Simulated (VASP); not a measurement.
Input of a VASP 6.6.1 run:

The input INCAR:

```
PREC = Accurate
ENCUT = 520
EDIFF = 1E-7
ISMEAR = -1
SIGMA = 0.05
LREAL = False
LASPH = True
NELM = 60
ALGO = Normal
ISIF = 2
LWAVE = False
LCHARG = False
GGA = RP
NBANDS = 22
```

The input KPOINTS:

```
regular mesh
0
Gamma
  6 6 3
```

POSCAR

```
Cl
1.0
    3.9674298018     -2.6259016691      0.0000000000
    3.9674298018      2.6259016691      0.0000000000
    0.0000000000      0.0000000000      9.2085815755
Cl
4
Direct
    0.9042803312      0.0957196688      0.0931923605
    0.5957196688      0.4042803312      0.5931923605
    0.0957196688      0.9042803312      0.9068076395
    0.4042803312      0.5957196688      0.4068076395
```

Potentials or basis: VASP PAW PBE potentials, release 64 (Cl).

Command:

```sh
$ cat potpaw_PBE.64/Cl/POTCAR > POTCAR
$ mpirun -np 1 vasp_std > vasp.out
```

(1) What does it give for the largest force?

(2) What does it give for the band gap on the k mesh?

Answers

(1) 0.282 eV/Å.

(2) 2.84 eV (least direct gap 2.87 eV).

Caveat: the PAW data sets were made with another functional, which shifts forces and pressure a little.
